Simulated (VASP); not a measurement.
A run of VASP 6.6.1 is set up as follows.

INCAR

```
SYSTEM = PbO
PREC     = Accurate       ! precision mode
ENCUT    = 520            ! plane-wave cutoff, eV
EDIFF    = 1E-6           ! SCF threshold, eV
ISMEAR   = 0              ! smearing method
SIGMA    = 0.05           ! smearing width, eV
LREAL    = .FALSE.        ! projectors in reciprocal space
LASPH    = .TRUE.         ! aspherical terms in the spheres
NELM     = 100            ! most SCF steps
ALGO     = Normal         ! electronic algorithm
ISIF     = 2              ! what is computed and relaxed
LWAVE    = .FALSE.        ! write WAVECAR
LCHARG   = .FALSE.        ! write CHGCAR
GGA      = PS             ! functional
NBANDS   = 28             ! bands
```

KPOINTS

```
Automatic mesh
0
G
  8 8 6
  0 0 0
```

Contents of POSCAR:

```
PbO
1.0
    3.9744000000      0.0000000000      0.0000000000
    0.0000000000      3.9744000000      0.0000000000
    0.0000000000      0.0000000000      5.0220000000
Pb O
2 2
Direct
    0.0000000000      0.5000000000      0.2351000000
    0.5000000000      0.0000000000      0.7649000000
    0.0000000000      0.0000000000      0.0298685783
    0.5000000000      0.5000000000      0.0298685783
```

Potentials or basis: VASP PAW PBE potentials, release 64 (Pb_d, O).

Command:

```sh
$ cat potpaw_PBE.64/Pb_d/POTCAR potpaw_PBE.64/O/POTCAR > POTCAR
$ mpirun -np 1 vasp_std > vasp.out
```

Problem. What does it give for the pressure?

Solution. 1.5 GPa.

Problem. What does it give for the largest force?

Solution. 1.553 eV/Å.

Problem. Predict the band gap on the k mesh.

Solution. 1.12 eV, indirect (least direct gap 2.11 eV).

Forces on the atoms (eV/Å):
```
Pb   0.000  0.000  1.553
Pb   0.000  0.000  0.913
O    0.000  0.000 -1.233
O    0.000  0.000 -1.233
```

Caveat: the cell differs from its parent crystal (all O atoms moved +0.150 Å, as atom 3 along Cartesian [0 0 1]); the PAW data sets were made with another functional, which shifts forces and pressure a little; spin-orbit coupling is left out, which moves the levels of the heavy elements. A k mesh can miss the band edges.
